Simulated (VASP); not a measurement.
# Ca (Im-3m) in VASP: further runs

Ca is run at these levels: r2SCAN; tasks: single point.

Everything below comes from runs of VASP 6.6.1. Logs are shortened: lines on timing, memory, paths and dates and some standing lists are left out, and cuts for length are marked.

### 1 The cell of the first run

The structure is cubic, space group Im-3m (No. 229). Conventional cell: a = 4.357 Å, b = 4.357 Å, c = 4.357 Å, α = 90.00°, β = 90.00°, γ = 90.00°. Ca (site symmetry m-3m) has 14 Ca at 3.77 to 4.36 Å within 5.0 Å.

This isn't the form of Ca at room conditions, which is fcc.

### 2 Single point, r2SCAN

POSCAR

```
Ca
1.0
   -2.1785989707      2.1785989707      2.1785989707
    2.1785989707     -2.1785989707      2.1785989707
    2.1785989707      2.1785989707     -2.1785989707
Ca
1
Direct
    0.0000000000      0.0000000000      0.0000000000
```

INCAR.step1

```
SYSTEM = Ca
ALGO     = Normal         ! electronic algorithm
EDIFF    = 1E-4           ! SCF threshold, eV
ENCUT    = 520            ! plane-wave cutoff, eV
GGA      = PE             ! functional
ISMEAR   = 1              ! smearing method
LASPH    = .True.         ! aspherical terms in the spheres
LCHARG   = .False.        ! write CHGCAR
LREAL    = .False.        ! projectors in reciprocal space
LWAVE    = .True.         ! write WAVECAR
NBANDS   = 11             ! bands
NELM     = 100            ! most SCF steps
PREC     = Accurate       ! precision mode
SIGMA    = 0.1            ! smearing width, eV
```

INCAR.step2

```
SYSTEM = Ca
ALGO     = Normal         ! electronic algorithm
EDIFF    = 1E-7           ! SCF threshold, eV
ENCUT    = 520            ! plane-wave cutoff, eV
ISIF     = 2              ! what is computed and relaxed
ISMEAR   = 1              ! smearing method
ISTART   = 1            
LASPH    = .True.         ! aspherical terms in the spheres
LCHARG   = .True.         ! write CHGCAR
LELF     = .True.         ! ELF
LMIXTAU  = .True.       
LREAL    = .False.        ! projectors in reciprocal space
LVHAR    = .True.       
LWAVE    = .False.        ! write WAVECAR
METAGGA  = R2SCAN         ! meta-GGA
NBANDS   = 11             ! bands
NELM     = 100            ! most SCF steps
PREC     = Accurate       ! precision mode
SIGMA    = 0.1            ! smearing width, eV
```

KPOINTS

```
k-points
0
Gamma
  9 9 9
  0 0 0
```

Potentials or basis: VASP PAW PBE potentials, release 64 (Ca_sv).

Started as:

```bash
cat potpaw_PBE.64/Ca_sv/POTCAR > POTCAR
cp INCAR.step1 INCAR
mpirun -np 1 vasp_std > vasp.out
cp INCAR.step2 INCAR
mpirun -np 1 vasp_std > vasp.out
```

OUTCAR:

```text
SYSTEM = Ca
   EDIFF = 1E-7
   ENCUT = 520
   ISIF = 2
   ISMEAR = 1
   ISTART = 1
   LASPH = .True.
   LREAL = .False.
   METAGGA = R2SCAN
   NELM = 100
   PREC = Accurate

 ion  position               nearest neighbor table
   1  0.000  0.000  0.000-

  LATTYP: Found a body centered cubic cell.
 ALAT       =     4.3571979414

  Lattice vectors:

 A1 = (  -2.1785989707,   2.1785989707,   2.1785989707)
 A2 = (   2.1785989707,  -2.1785989707,   2.1785989707)
 A3 = (   2.1785989707,   2.1785989707,  -2.1785989707)

Analysis of symmetry for initial positions (statically):
=====================================================================
 Subroutine PRICEL returns:
 Original cell was already a primitive cell.

 Routine SETGRP: Setting up the symmetry group for a
 body centered cubic supercell.

 Subroutine GETGRP returns: Found 48 space group operations
 (whereof 48 operations were pure point group operations)
 out of a pool of 48 trial point group operations.

The static configuration has the point symmetry O_h .

Analysis of symmetry for dynamics (positions and initial velocities):
=====================================================================
 Subroutine PRICEL returns:
 Original cell was already a primitive cell.

 Routine SETGRP: Setting up the symmetry group for a
 body centered cubic supercell.

 Subroutine GETGRP returns: Found 48 space group operations
 (whereof 48 operations were pure point group operations)
 out of a pool of 48 trial point group operations.

The dynamic configuration has the point symmetry O_h .

 Subroutine INISYM returns: Found 48 space group operations
 (whereof 48 operations are pure point group operations),
 and found     1 'primitive' translations

----------------------------------------------------------------------------------------

                                     Primitive cell

  volume of cell :      41.3611

  direct lattice vectors                    reciprocal lattice vectors
    -2.178598971  2.178598971  2.178598971     0.000000000  0.229505295  0.229505295
     2.178598971 -2.178598971  2.178598971     0.229505295  0.000000000  0.229505295
     2.178598971  2.178598971 -2.178598971     0.229505295  0.229505295  0.000000000

  length of vectors
     3.773444107  3.773444107  3.773444107     0.324569501  0.324569501  0.324569501

  position of ions in fractional coordinates (direct lattice)
     0.000000000  0.000000000  0.000000000

  ion indices of the primitive-cell ions
   primitive index   ion index
                 1           1

----------------------------------------------------------------------------------------

 KPOINTS: k-points

Automatic generation of k-mesh.
 Grid dimensions read from file:
 generate k-points for:    9    9    9

 Generating k-lattice:

  Cartesian coordinates                     Fractional coordinates (reciprocal lattice)
     0.000000000  0.025500588  0.025500588     0.111111111  0.000000000  0.000000000
     0.025500588  0.000000000  0.025500588     0.000000000  0.111111111  0.000000000
     0.025500588  0.025500588  0.000000000     0.000000000  0.000000000  0.111111111

  Length of vectors
     0.036063278  0.036063278  0.036063278

  Shift w.r.t. Gamma in fractional coordinates (k-lattice)
     0.000000000  0.000000000  0.000000000

 Subroutine IBZKPT returns following result:
 ===========================================

 Found     35 irreducible k-points:

 Following reciprocal coordinates:
            Coordinates               Weight
  0.000000  0.000000  0.000000      1.000000
  0.111111  0.000000  0.000000     12.000000
  0.222222  0.000000  0.000000     12.000000
  0.333333  0.000000  0.000000     12.000000
  0.444444  0.000000  0.000000     12.000000
  0.111111  0.111111  0.000000     24.000000
[... 16 lines left out ...]
 -0.333333  0.444444  0.111111     48.000000
 -0.444444 -0.444444  0.111111     24.000000
 [... further k-points ...]
   k-points           NKPTS =     35   k-points in BZ     NKDIM =     35   number of bands    NBANDS=     11
   number of dos      NEDOS =    301   number of ions     NIONS =      1
   total plane-waves  NPLWV =  21952
   dimension x,y,z NGX =    28 NGY =   28 NGZ =   28
   dimension x,y,z NGXF=    56 NGYF=   56 NGZF=   56
   ions per type =               1
   NGX,Y,Z   is equivalent  to a cutoff of  12.34, 12.34, 12.34 a.u.
   NGXF,Y,Z  is equivalent  to a cutoff of  24.67, 24.67, 24.67 a.u.
 SYSTEM =  Ca
   PREC   = accura    normal or accurate (medium, high low for compatibility)
   ISTART =      1    job   : 0-new  1-cont  2-samecut
   ICHARG =      0    charge: 1-file 2-atom 10-const
   ISPIN  =      1    spin polarized calculation?
   LNONCOLLINEAR =      F non collinear calculations
   LSORBIT =      F    spin-orbit coupling
   LASPH  =      T    aspherical Exc in radial PAW
   ENCUT  =  520.0 eV  38.22 Ry    6.18 a.u.   7.02  7.02  7.02*2*pi/ulx,y,z
   NELM   =    100;   NELMIN=  2; NELMDL=  0     # of ELM steps
   EDIFF  = 0.1E-06   stopping-criterion for ELM
   LREAL  =      F    real-space projection
   EDIFFG = 0.1E-05   stopping-criterion for IOM
   NSW    =      0    number of steps for IOM
   IBRION =     -1    ionic relax: 0-MD 1-quasi-New 2-CG
   NFREE  =      0    steps in history (QN), initial steepest desc. (CG)
   ISIF   =      2    stress and relaxation
   ISYM   =      2    0-nonsym 1-usesym 2-fastsym
   POTIM  = 0.5000    time-step for ionic-motion
   TEBEG  =    0.0;   TEEND  =   0.0 temperature during run
   PSTRESS=    0.0 pullay stress
   NELECT =      10.0000    total number of electrons
   NUPDOWN=      -1.0000    fix difference up-down
   EMIN   =  10.00;   EMAX   =-10.00  energy-range for DOS
   EFERMI =   0.00;   METHOD = LEGACY
   ISMEAR =     1;   SIGMA  =   0.10  broadening in eV -4-tet -1-fermi 0-gaus
   EFERMI_NEDOS =   21; number of points for ismear=-14 and -15
   IALGO  =     38    algorithm
   IMIX   =      4    mixing-type and parameters
     AMIX     =   0.40;   BMIX     =  1.00
     AMIX_MAG =   1.60;   BMIX_MAG =  1.00
  volume/ion in A,a.u.               =      41.36       279.12
  Fermi-wavevector in a.u.,A,eV,Ry     =   1.019869  1.927272 14.151854  1.040132
  Thomas-Fermi vector in A             =   2.153406
   LORBIT       =      0    0 simple, 1 ext, 2 COOP (PROOUT), +10 PAW based schemes
   METAGGA = R2SCAN    functional components
   LHFCALC =     F    Hartree Fock is set to
   AEXX    =    0.0000 exact exchange contribution
   IVDW    =     0    specifies the selected vdW correction
   LEPSILON=     F    determine dielectric tensor
   LRPA    =     F    only Hartree local field effects (RPA)
 non-spin polarized calculation
 Methfessel and Paxton  Order N= 1 SIGMA  =   0.10
  energy-cutoff  :      520.00
  volume of cell :       41.36
 maximum number of plane-waves:      1132
   NGX = 13   NGY = 13   NGZ = 13

 number of electron      10.0000004 magnetization

 Free energy of the ion-electron system (eV)
  ---------------------------------------------------
  ext. energy  EPLUGINS =         0.00000000
  ---------------------------------------------------
  free energy    TOTEN  =        -7.00860416 eV

  energy without entropy =       -7.00820219  energy(sigma->0) =       -7.00847017

 E-fermi :   2.1440     XC(G=0):  -8.2854

 val. band max:        2.0858661337   @ k =   0.2222   0.2222   0.2222
 cond. band min:       2.1479521430   @ k =  -0.4444  -0.4444   0.2222
 fundamental gap:      0.0620860093
 Fermi energy:         2.1440133973

 k-point     1 :       0.0000    0.0000    0.0000
  band No.  band energies     occupation
      1     -41.6678      2.00000
      2     -21.6903      2.00000
      3     -21.6902      2.00000
      4     -21.6902      2.00000
      5      -2.2407      2.00000
      6       4.8156      0.00000
      7       4.8156      0.00000
      8       4.8156      0.00000
      9       5.9307      0.00000
     10       5.9307      0.00000
     11      12.9939      0.00000

 k-point     2 :       0.1111    0.0000    0.0000
  band No.  band energies     occupation
      1     -41.6658      2.00000
      2     -21.7093      2.00000
      3     -21.6965      2.00000
      4     -21.6903      2.00000
      5      -2.0016      2.00000
      6       4.6624      0.00000
      7       4.6930      0.00000
      8       4.9946      0.00000
      9       5.7734      0.00000
     10       5.9341      0.00000
     11      12.6531      0.00000

 k-point     3 :       0.2222    0.0000    0.0000
  band No.  band energies     occupation
      1     -41.6607      2.00000
      2     -21.7569      2.00000
      3     -21.7120      2.00000
      4     -21.6904      2.00000
      5      -1.3144      2.00000
      6       4.1282     -0.00000
      7       4.3128      0.00000
      8       5.5057      0.00000
      9       5.7137      0.00000
     10       5.9751      0.00000
     11      11.1519      0.00000

 k-point     4 :       0.3333    0.0000    0.0000
  band No.  band energies     occupation
      1     -41.6549      2.00000
      2     -21.8101      2.00000
      3     -21.7296      2.00000
      4     -21.6904      2.00000
      5      -0.2754      2.00000
      6       3.2665     -0.00000
      7       3.9658     -0.00000
      8       5.8284      0.00000
      9       6.0885      0.00000
     10       6.2482      0.00000
     11       9.3735      0.00000
[... 239 lines left out ...]
 k-point    22 :      -0.4444    0.4444    0.1111
  band No.  band energies     occupation
      1     -41.6496      2.00000
      2     -21.8393      2.00000
      3     -21.7481      2.00000
      4     -21.7040      2.00000
      5       1.0869      2.00000
      6       2.3610     -0.00890
      7       3.9233     -0.00000
      8       5.4161      0.00000
      9       6.2677      0.00000
     10       6.8933      0.00000
     11       8.2936      0.00000

 k-point    23 :      -0.3333    0.4444    0.1111
  band No.  band energies     occupation
      1     -41.6493      2.00000
      2     -21.8205      2.00000
      3     -21.7577      2.00000
      4     -21.7154      2.00000
      5       0.8168      2.00000
      6       2.8692     -0.00000
      7       3.9173     -0.00000
      8       5.3025      0.00000
      9       6.1238      0.00000
     10       6.7250      0.00000
     11       8.6682      0.00000

 k-point    24 :      -0.4444   -0.4444    0.1111
  band No.  band energies     occupation
      1     -41.6475      2.00000
      2     -21.8330      2.00000
      3     -21.7661      2.00000
      4     -21.7153      2.00000
      5       1.8143      2.00003
      6       2.0674      1.96160
      7       3.7713     -0.00000
      8       5.3208      0.00000
      9       6.2583      0.00000
     10       7.1792      0.00000
     11       7.9563      0.00000

 [... further k-points ...]

------------------------ aborting loop because EDIFF is reached ----------------------------------------

  FORCE on cell =-STRESS in cart. coord.  units (eV):
  Direction    XX          YY          ZZ          XY          YZ          ZX
  --------------------------------------------------------------------------------------
  -------------------------------------------------------------------------------------
  Total        0.2629719      0.2629719      0.2629719      0.0000000      0.0000000     -0.0000000
  in kB       10.1865718     10.1865718     10.1865718      0.0000000      0.0000000     -0.0000000
  external PRESSURE =      10.1865718 kB  Pullay stress =       0.0000000 kB

 VOLUME and BASIS-vectors are now :
 -----------------------------------------------------------------------------
  energy-cutoff  :      520.00
  volume of cell :       41.36
      direct lattice vectors                 reciprocal lattice vectors
    -2.178598971  2.178598971  2.178598971     0.000000000  0.229505295  0.229505295
     2.178598971 -2.178598971  2.178598971     0.229505295  0.000000000  0.229505295
     2.178598971  2.178598971 -2.178598971     0.229505295  0.229505295  0.000000000

 POSITION                                       TOTAL-FORCE (eV/Angst)
 -----------------------------------------------------------------------------------
      0.00000      0.00000      0.00000         0.000000      0.000000      0.000000
 -----------------------------------------------------------------------------------
    total drift:                               -0.000000     -0.000000     -0.000000

  FREE ENERGIE OF THE ION-ELECTRON SYSTEM (eV)
  ---------------------------------------------------
  free  energy   TOTEN  =        -7.0086041612 eV

  energy  without entropy=       -7.0082021936  energy(sigma->0) =       -7.00847017
```

Wall time 74 s (1 thread of Intel Xeon Platinum 8488C (Sapphire Rapids), shared host); peak memory 0.17 GiB.

What came out:

```yaml
Free_energy: -7.0086 eV
Pressure: 1.0 GPa
Band_gap_on_the_k_mesh: zero (bands 5 and 6 overlap by 0.28 eV)
```

Caveat: the PAW data sets were made with another functional, which shifts forces and pressure a little.

### 3 Single point, r2SCAN

This run uses another cell than the first one, of 42.56 Å³/atom.

POSCAR

```
Ca
1.0
   -2.1994480746      2.1994480746      2.1994480746
    2.1994480746     -2.1994480746      2.1994480746
    2.1994480746      2.1994480746     -2.1994480746
Ca
1
Direct
    0.0000000000      0.0000000000      0.0000000000
```

INCAR.step1

```
SYSTEM = Ca
ALGO = Normal
EDIFF = 1E-4
ENCUT = 520
GGA = PE
ISMEAR = 1
LASPH = .TRUE.
LCHARG = .FALSE.
LREAL = .FALSE.
LWAVE = .TRUE.
NBANDS = 11
NELM = 60
PREC = Accurate
SIGMA = 0.1
```

INCAR.step2

```
SYSTEM = Ca
ALGO = Normal
EDIFF = 1E-7
ENCUT = 520
ISIF = 2
ISMEAR = 1
ISTART = 1
LASPH = .TRUE.
LCHARG = .FALSE.
LMIXTAU = .TRUE.
LREAL = .FALSE.
LWAVE = .FALSE.
METAGGA = R2SCAN
NBANDS = 11
NELM = 60
PREC = Accurate
SIGMA = 0.1
```

KPOINTS

```
k-points
0
G
  9 9 9
  0 0 0
```

Potentials or basis: VASP PAW PBE potentials, release 64 (Ca_sv).

Started as:

```bash
cat potpaw_PBE.64/Ca_sv/POTCAR > POTCAR
cp INCAR.step1 INCAR
mpirun -np 1 vasp_std > vasp.out
cp INCAR.step2 INCAR
mpirun -np 1 vasp_std > vasp.out
```

It took 84 s on 1 thread of Intel Xeon Platinum 8488C (Sapphire Rapids), shared host; peak memory 0.17 GiB.

Results (log left out):

| Quantity | Value |
| --- | --- |
| Free energy | -7.0144 eV |
| Pressure | 0.4 GPa |
| Band gap on the k mesh | zero (bands 5 and 6 overlap by 0.29 eV) |

Levels at points of the mesh, in eV from the Fermi level:
```tsv
k point	band 3	band 4	band 5	band 6	band 7	band 8
(0.00, 0.00, 0.00)	-23.91	-23.91	-4.33	2.63	2.63	2.63
```

Caveat: the PAW data sets were made with another functional, which shifts forces and pressure a little.

The gap in the log of VASP goes by the Fermi energy; the results here count the filled bands.